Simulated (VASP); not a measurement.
A run of VASP 6.6.1:

INCAR

```
ALGO     = Normal         # electronic algorithm
EDIFF    = 1E-6           # SCF threshold, eV
ENCUT    = 520            # plane-wave cutoff, eV
ISIF     = 2              # what is computed and relaxed
ISMEAR   = 0              # smearing method
ISPIN    = 2              # spin polarisation
LASPH    = T              # aspherical terms in the spheres
LCHARG   = F              # write CHGCAR
LMAXMIX  = 4              # l up to which the mixer works
LORBIT   = 11             # projections on sites
LREAL    = Auto         
LWAVE    = F              # write WAVECAR
MAGMOM   = 0 0 0 0 0 0 0 0 0 0 0 0 0 0 0 0 4 # initial moments
NBANDS   = 54             # bands
NELECT   = 71.0         
NELM     = 150            # most SCF steps
PREC     = Accurate       # precision mode
SIGMA    = 0.02           # smearing width, eV
```

Contents of KPOINTS:

```
k-points
0
Gamma
  3 3 3
```

Contents of POSCAR:

```
FeSi16
1.0
    0.0000000000      5.4019422852     -5.4019422852
    5.4019422852      5.4019422852      0.0000000000
    5.4019422852      0.0000000000     -5.4019422852
Si Fe
16 1
Direct
    0.1286710447      0.1301880295      0.1229797001
    0.1288763979      0.6188715795      0.1228661170
    0.6171321250      0.1301340416      0.1236128241
    0.6261922049      0.6274329331      0.1198445286
    0.1209992950      0.1219570565      0.6361701294
    0.1208886673      0.6290781101      0.6222068123
    0.6272242942      0.1225922499      0.6229353658
    0.6275037640      0.6287427080      0.6225234488
    0.2504006638      0.7510948267      0.2481657444
    0.2442316793      0.2460801192      0.2643916681
    0.7497770771      0.7510596661      0.2484553802
    0.7494804022      0.2515432164      0.2488391090
    0.2530819644      0.7445633573      0.7489288918
    0.2527683560      0.2546718396      0.7493057852
    0.7497679147      0.7514517187      0.7486796726
    0.7430691929      0.2543222700      0.7498027176
   -0.0062761253     -0.0044729341      0.0160171371
```

Potentials or basis: VASP PAW LDA potentials, release 64 (Si, Fe).

Command:

```console
$ cat potpaw_LDA.64/Si/POTCAR potpaw_LDA.64/Fe/POTCAR > POTCAR
$ mpirun -np 1 vasp_std > vasp.out
```

Hardware: 1 thread of Intel(R) Xeon(R) Platinum 8488C (Sapphire Rapids) (shared host).

Q: How long does it take, and how much memory?

A: It took 22 min on 1 thread of Intel(R) Xeon(R) Platinum 8488C (Sapphire Rapids), with other jobs on the host, peak memory 0.58 GiB. Counts: scf iterations 24, k points 14.
